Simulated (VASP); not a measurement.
# Si16H7Ru in VASP: single point with PBE

Aim: the single point of Si16H7Ru with PBE.

Program: VASP 6.6.1. These are calculated values, not measurements. Logs are shortened: lines on timing, memory, paths and dates and some standing lists are left out, and cuts for length are marked.

### 1 The cell of the first run

The cell holds a slab with vacuum, 24 atoms: a = 7.679 Å, b = 7.679 Å, c = 18.869 Å, α = 90.00°, β = 90.00°, γ = 60.00°.

### 2 Single point, PBE, collinear spin, ferromagnetic start

Contents of INCAR:

```
ALGO     = Normal         # electronic algorithm
EDIFF    = 1E-6           # SCF threshold, eV
ENCUT    = 520            # plane-wave cutoff, eV
GGA      = PE             # functional
ISIF     = 2              # what is computed and relaxed
ISMEAR   = -1             # smearing method
ISPIN    = 2              # spin polarisation
LASPH    = True           # aspherical terms in the spheres
LCHARG   = False          # write CHGCAR
LMAXMIX  = 4              # l up to which the mixer works
LORBIT   = 11             # projections on sites
LREAL    = Auto         
LWAVE    = False          # write WAVECAR
MAGMOM   = 0 0 0 0 0 0 0 0 0 0 0 0 0 0 0 0 0 0 0 0 0 0 0 0.31 # initial moments
NBANDS   = 64             # bands
NELM     = 150            # most SCF steps
PREC     = Accurate       # precision mode
SIGMA    = 0.05           # smearing width, eV
```

Contents of KPOINTS:

```
k-points
0
Gamma
  2 2 1
```

Contents of POSCAR:

```
Si16H7Ru
1.0
    7.6791800000      0.0000000000      0.0000000000
    3.8395900000      6.6503650000      0.0000000000
    0.0000000000      0.0000000000     18.8687650000
H Si Ru
7 16 1
Direct
    0.1666666792      0.1666666416      0.0529976392
    0.6666666792      0.1666666416      0.0529976392
    0.1666666416      0.6666667168      0.0529976392
    0.6666666416      0.6666667168      0.0529976392
    0.4980728079      0.0189349006      0.4189731548
   -0.0050628412      0.5193284880      0.4200028460
    0.6593516763      0.2707460418      0.4397508793
    0.1666666792      0.1666666416      0.1324940981
    0.6666666792      0.1666666416      0.1324940981
    0.1666666416      0.6666667168      0.1324940981
    0.6666666416      0.6666667168      0.1324940981
   -0.1650283275      0.3333247123      0.1726654076
    0.3333525214      0.3347404240      0.1738723229
   -0.1670039133      0.8340471538      0.1732098524
    0.3332448053      0.8340627920      0.1741323823
   -0.1538404371      0.3340365529      0.2970939539
    0.3409125204      0.3448207730      0.2988822533
   -0.1681579168      0.8408001666      0.2983114687
    0.3424850974      0.8334059860      0.2999440610
    0.0064406399      0.0010199440      0.3352933274
    0.4982914025      0.0128791427      0.3393443079
    0.0063028632      0.5080032449      0.3379066409
    0.5183414843      0.5005407974      0.3424441398
    0.5846157453      0.4989234425      0.4604250994
```

Potentials or basis: VASP PAW PBE potentials, release 64 (H, Si, Ru_pv).

On the command line:

```
cat potpaw_PBE.64/H/POTCAR potpaw_PBE.64/Si/POTCAR potpaw_PBE.64/Ru_pv/POTCAR > POTCAR
mpirun -np 1 vasp_std > vasp.out
```

OUTCAR:

```text
EDIFF = 1E-6
   ENCUT = 520
   GGA = PE
   ISIF = 2
   ISMEAR = -1
   ISPIN = 2
   LASPH = True
   LORBIT = 11
   LREAL = Auto
   NELM = 150
   PREC = Accurate

 ion  position               nearest neighbor table
   1  0.167  0.167  0.053-   8 1.50
   2  0.667  0.167  0.053-   9 1.50
   3  0.167  0.667  0.053-  10 1.50
   4  0.667  0.667  0.053-  11 1.50
   5  0.498  0.019  0.419-  21 1.50
   6  0.995  0.519  0.420-  22 1.55
   7  0.659  0.271  0.440-  24 1.60
   8  0.167  0.167  0.132-   1 1.50  12 2.33  15 2.35  13 2.36
   9  0.667  0.167  0.132-   2 1.50  14 2.34  13 2.35  12 2.35
  10  0.167  0.667  0.132-   3 1.50  13 2.34  14 2.35  15 2.36
  11  0.667  0.667  0.132-   4 1.50  12 2.34  14 2.35  15 2.35
  12  0.835  0.333  0.173-   8 2.33  11 2.34  16 2.35   9 2.35
  13  0.333  0.335  0.174-  10 2.34   9 2.35   8 2.36  17 2.36
  14  0.833  0.834  0.173-   9 2.34  10 2.35  11 2.35  18 2.36
  15  0.333  0.834  0.174-   8 2.35  11 2.35  10 2.36  19 2.37
  16  0.846  0.334  0.297-  20 2.33  23 2.34  12 2.35  22 2.35
  17  0.341  0.345  0.299-  21 2.34  22 2.34  13 2.36  23 2.36
  18  0.832  0.841  0.298-  20 2.33  22 2.34  21 2.35  14 2.36
  19  0.342  0.833  0.300-  20 2.33  21 2.35  23 2.36  15 2.37
  20  0.006  0.001  0.335-  16 2.33  19 2.33  18 2.33
  21  0.498  0.013  0.339-   5 1.50  17 2.34  18 2.35  19 2.35
  22  0.006  0.508  0.338-   6 1.55  18 2.34  17 2.34  16 2.35
  23  0.518  0.501  0.342-  24 2.28  16 2.34  19 2.36  17 2.36
  24  0.585  0.499  0.460-   7 1.60  23 2.28

  LATTYP: Found a hexagonal cell.
 ALAT       =     7.6791800344
 C/A-ratio  =     2.4571327818

  Lattice vectors:

 A1 = (  -3.8395900000,  -6.6503650000,   0.0000000000)
 A2 = (   7.6791800000,   0.0000000000,   0.0000000000)
 A3 = (   0.0000000000,   0.0000000000,  18.8687650000)

Analysis of symmetry for initial positions (statically):
=====================================================================
 Subroutine PRICEL returns:
 Original cell was already a primitive cell.

 Routine SETGRP: Setting up the symmetry group for a
 hexagonal supercell.

 Subroutine GETGRP returns: Found  1 space group operations
 (whereof  1 operations were pure point group operations)
 out of a pool of 24 trial point group operations.

The static configuration has the point symmetry C_1 .

Analysis of symmetry for dynamics (positions and initial velocities):
=====================================================================
 Subroutine PRICEL returns:
 Original cell was already a primitive cell.

 Routine SETGRP: Setting up the symmetry group for a
 hexagonal supercell.

 Subroutine GETGRP returns: Found  1 space group operations
 (whereof  1 operations were pure point group operations)
 out of a pool of 24 trial point group operations.

The dynamic configuration has the point symmetry C_1 .

Analysis of structural, dynamic, and magnetic symmetry:
=====================================================================
 Subroutine PRICEL returns:
 Original cell was already a primitive cell.

 Routine SETGRP: Setting up the symmetry group for a
 hexagonal supercell.

 Subroutine GETGRP returns: Found  1 space group operations
 (whereof  1 operations were pure point group operations)
 out of a pool of 24 trial point group operations.

The overall configuration has the point symmetry C_1 .

 Subroutine INISYM returns: Found  1 space group operations
 (whereof  1 operations are pure point group operations),
 and found     1 'primitive' translations

----------------------------------------------------------------------------------------

                                     Primitive cell

  volume of cell :     963.6156

  direct lattice vectors                    reciprocal lattice vectors
[... 88 lines left out ...]
  0.000000  0.000000  0.000000      1.000000
  0.500000 -0.000000  0.000000      1.000000
  0.500000  0.500000  0.000000      1.000000
  0.000000  0.500000  0.000000      1.000000
   k-points           NKPTS =      4   k-points in BZ     NKDIM =      4   number of bands    NBANDS=     64
   number of dos      NEDOS =    301   number of ions     NIONS =     24
   total plane-waves  NPLWV = 504000
   dimension x,y,z NGX =    60 NGY =   60 NGZ =  140
   dimension x,y,z NGXF=   120 NGYF=  120 NGZF=  280
   ions per type =               7  16   1
   NGX,Y,Z   is equivalent  to a cutoff of  12.99, 12.99, 12.33 a.u.
   NGXF,Y,Z  is equivalent  to a cutoff of  25.98, 25.98, 24.67 a.u.
 SYSTEM =  unknown system
   PREC   = accura    normal or accurate (medium, high low for compatibility)
   ISTART =      0    job   : 0-new  1-cont  2-samecut
   ICHARG =      2    charge: 1-file 2-atom 10-const
   ISPIN  =      2    spin polarized calculation?
   LNONCOLLINEAR =      F non collinear calculations
   LSORBIT =      F    spin-orbit coupling
   LASPH  =      T    aspherical Exc in radial PAW
   ENCUT  =  520.0 eV  38.22 Ry    6.18 a.u.  14.28 14.28 35.08*2*pi/ulx,y,z
   NELM   =    150;   NELMIN=  2; NELMDL= -5     # of ELM steps
   EDIFF  = 0.1E-05   stopping-criterion for ELM
   LREAL  =      T    real-space projection
   EDIFFG = 0.1E-04   stopping-criterion for IOM
   NSW    =      0    number of steps for IOM
   IBRION =     -1    ionic relax: 0-MD 1-quasi-New 2-CG
   NFREE  =      0    steps in history (QN), initial steepest desc. (CG)
   ISIF   =      2    stress and relaxation
   ISYM   =      2    0-nonsym 1-usesym 2-fastsym
   POTIM  = 0.5000    time-step for ionic-motion
   TEBEG  =    0.0;   TEEND  =   0.0 temperature during run
   PSTRESS=    0.0 pullay stress
   NELECT =      85.0000    total number of electrons
   NUPDOWN=      -1.0000    fix difference up-down
   EMIN   =  10.00;   EMAX   =-10.00  energy-range for DOS
   EFERMI =   0.00;   METHOD = LEGACY
   ISMEAR =    -1;   SIGMA  =   0.05  broadening in eV -4-tet -1-fermi 0-gaus
   EFERMI_NEDOS =   21; number of points for ismear=-14 and -15
   IALGO  =     38    algorithm
   IMIX   =      4    mixing-type and parameters
     AMIX     =   0.40;   BMIX     =  1.00
     AMIX_MAG =   1.60;   BMIX_MAG =  1.00
  volume/ion in A,a.u.               =      40.15       270.95
  Fermi-wavevector in a.u.,A,eV,Ry     =   0.728752  1.377142  7.225779  0.531080
  Thomas-Fermi vector in A             =   1.820304
   LORBIT       =     11    0 simple, 1 ext, 2 COOP (PROOUT), +10 PAW based schemes
   GGA     = PE    functional components
   LHFCALC =     F    Hartree Fock is set to
   AEXX    =    0.0000 exact exchange contribution
   IVDW    =     0    specifies the selected vdW correction
   LEPSILON=     F    determine dielectric tensor
   LRPA    =     F    only Hartree local field effects (RPA)
 spin polarized calculation
  energy-cutoff  :      520.00
  volume of cell :      963.62
 maximum number of plane-waves:     25966
 NGX is ok and might be reduce to    60
   NGX = 29   NGY = 29   NGZ = 71

 number of electron      85.0000003 magnetization       0.9810774

 Free energy of the ion-electron system (eV)
  ---------------------------------------------------
  ext. energy  EPLUGINS =         0.00000000
  ---------------------------------------------------
  free energy    TOTEN  =      -112.50332666 eV

  energy without entropy =     -112.48224434  energy(sigma->0) =     -112.49278550

 E-fermi :  -0.5100     XC(G=0):  -4.4539

 val. band max:       -0.6161408461   @ k =   0.0000   0.0000   0.0000
 cond. band min:      -0.4026837396   @ k =   0.5000  -0.0000   0.0000
 fundamental gap:      0.2134571065
 Fermi energy:        -0.5100073803

 spin component 1

 k-point     1 :       0.0000    0.0000    0.0000
  band No.  band energies     occupation
      1     -43.1594      1.00000
      2     -42.7704      1.00000
      3     -42.5761      1.00000
      4     -12.0215      1.00000
      5     -10.9309      1.00000
      6      -9.8710      1.00000
[... 217 lines left out ...]
     53       2.3070      0.00000
     54       2.4670      0.00000
 Fermi energy:        -0.5100073803

 spin component 2

 k-point     1 :       0.0000    0.0000    0.0000
  band No.  band energies     occupation
      1     -41.8329      1.00000
      2     -41.7618      1.00000
      3     -41.5633      1.00000
      4     -12.0552      1.00000
      5     -10.9569      1.00000
      6      -9.8949      1.00000
[... 217 lines left out ...]
     53       2.2962      0.00000
     54       2.4169      0.00000
 [bands above 54 left out]

------------------------ aborting loop because EDIFF is reached ----------------------------------------

  FORCE on cell =-STRESS in cart. coord.  units (eV):
  Direction    XX          YY          ZZ          XY          YZ          ZX
  --------------------------------------------------------------------------------------
  -------------------------------------------------------------------------------------
  Total        5.0817945      5.2890053     -0.5229375     -0.2318625     -1.4351781     -1.3106313
  in kB        8.4493611      8.7938850     -0.8694739     -0.3855115     -2.3862316     -2.1791509
  external PRESSURE =       5.4579241 kB  Pullay stress =       0.0000000 kB

 VOLUME and BASIS-vectors are now :
 -----------------------------------------------------------------------------
  energy-cutoff  :      520.00
  volume of cell :      963.62
      direct lattice vectors                 reciprocal lattice vectors
     7.679180000  0.000000000  0.000000000     0.130222237 -0.075183843  0.000000000
     3.839590000  6.650365000  0.000000000     0.000000000  0.150367687  0.000000000
     0.000000000  0.000000000 18.868765000     0.000000000  0.000000000  0.052997639

 POSITION                                       TOTAL-FORCE (eV/Angst)
 -----------------------------------------------------------------------------------
      1.91979      1.10839      1.00000         0.068075     -0.014262     -0.080174
      5.75938      1.10839      1.00000         0.007376      0.016222     -0.058806
      3.83959      4.43358      1.00000         0.015729      0.029295     -0.053206
      7.67918      4.43358      1.00000        -0.001527      0.020652     -0.085690
      3.89749      0.12592      7.90551        -0.024189     -0.095812      0.056955
      9.63431      3.45372      7.92494        -0.015013     -0.127471     -0.534920
[... 16 lines left out ...]
      5.90231      3.32878      6.46150        -0.120928      0.040530      0.224405
      6.40503      3.31802      8.68765         0.055127     -0.264171     -0.236639
 -----------------------------------------------------------------------------------
    total drift:                               -0.001310      0.002721      0.002098

  FREE ENERGIE OF THE ION-ELECTRON SYSTEM (eV)
  ---------------------------------------------------
  free  energy   TOTEN  =      -112.5033266579 eV

  energy  without entropy=     -112.4822443360  energy(sigma->0) =     -112.49278550

 total charge

# of ion       s       p       d       tot
------------------------------------------
    1        0.559   0.013   0.000   0.573
    2        0.559   0.013   0.000   0.573
    3        0.559   0.013   0.000   0.572
    4        0.559   0.014   0.000   0.572
    5        0.559   0.013   0.000   0.572
    6        0.540   0.011   0.000   0.551
[... 16 lines left out ...]
   23        0.752   0.927   0.000   1.679
   24        0.318   6.040   6.257  12.615
--------------------------------------------------
tot         16.061  21.434   6.257  43.752

 magnetization (x)

# of ion       s       p       d       tot
------------------------------------------
    1       -0.001   0.000   0.000  -0.001
    2       -0.000   0.000   0.000  -0.000
    3       -0.001   0.000   0.000  -0.001
    4       -0.006  -0.000   0.000  -0.006
    5        0.000   0.000   0.000   0.000
    6        0.001   0.000   0.000   0.002
[... 16 lines left out ...]
   23       -0.006  -0.011   0.000  -0.017
   24        0.075   0.000   1.436   1.512
--------------------------------------------------
tot          0.000  -0.222   1.436   1.214
```

Run time: 56 min. Hardware: 1 thread of Intel Xeon 8259CL, shared host; peak memory 1.5 GiB.

What came out:

```
Free energy                                           : -112.5033 eV
Largest force                                         : 0.620 eV/Å
Band gap on the k mesh                                : 0.21 eV (least direct gap 0.30 eV)
Net moment                                            : 0.98 μB per cell
Site moments                                          : H -0.00, -0.01, +0.00, -0.02 (each value once); Si +0.00, -0.02, -0.01, -0.00, +0.01, -0.21 (each value once); Ru +1.51 μB
Valence electrons inside the program's atomic spheres : H 0.57, 0.55, 0.54 (each value once); Si 1.71, 1.70, 1.69, 1.66, 1.68 (each value once); Ru 12.62
```

Forces on the atoms (eV/Å):
```
H    0.068 -0.014 -0.080
H    0.007  0.016 -0.059
H    0.016  0.029 -0.053
H   -0.002  0.021 -0.086
H   -0.024 -0.096  0.057
H   -0.015 -0.127 -0.535
H   -0.071  0.211  0.154
Si   0.117  0.004  0.084
Si   0.027  0.064  0.127
Si   0.053  0.056  0.179
Si  -0.005  0.038  0.063
Si  -0.013 -0.007 -0.081
Si   0.002 -0.027 -0.066
Si  -0.004  0.010 -0.056
Si   0.004  0.003 -0.055
Si  -0.030  0.052 -0.018
Si   0.021 -0.040  0.003
Si   0.057  0.029 -0.013
Si   0.002  0.010 -0.026
Si  -0.009  0.105 -0.099
Si  -0.024 -0.103 -0.038
Si  -0.112 -0.009  0.610
Si  -0.121  0.041  0.224
Ru   0.055 -0.264 -0.237
```

Levels at points of the mesh, in eV from the valence-band top:
Spin up:
```tsv
k point	band 39	band 40	band 41	band 42	band 43	band 44	band 45	band 46	band 47	band 48
(0.00, 0.00, 0.00)	-0.97	-0.68	-0.64	-0.10	-0.08	0.42	1.23	1.28	1.31	1.55
(0.50, 0.00, 0.00)	-1.20	-1.08	-0.94	-0.88	-0.58	0.53	1.63	1.77	1.89	1.94
(0.50, 0.50, 0.00)	-1.18	-1.08	-0.98	-0.86	-0.58	0.61	1.57	1.68	1.85	2.14
(0.00, 0.50, 0.00)	-1.21	-1.07	-0.95	-0.86	-0.59	0.54	1.54	1.74	1.91	2.16
```
Spin down:
| k point | band 40 | band 41 | band 42 | band 43 | band 44 | band 45 |
| --- | --- | --- | --- | --- | --- | --- |
| (0.00, 0.00, 0.00) | -0.41 | -0.03 | 0.00 | 0.30 | 0.51 | 1.23 |
| (0.50, 0.00, 0.00) | -0.35 | -0.29 | -0.21 | 0.21 | 0.57 | 1.67 |
| (0.50, 0.50, 0.00) | -0.43 | -0.26 | -0.20 | 0.29 | 0.57 | 1.63 |
| (0.00, 0.50, 0.00) | -0.43 | -0.24 | -0.18 | 0.23 | 0.55 | 1.65 |

Caveat: the k points lie up to 0.47 Å⁻¹ apart; there is no dipole correction, which matters where the two faces differ.
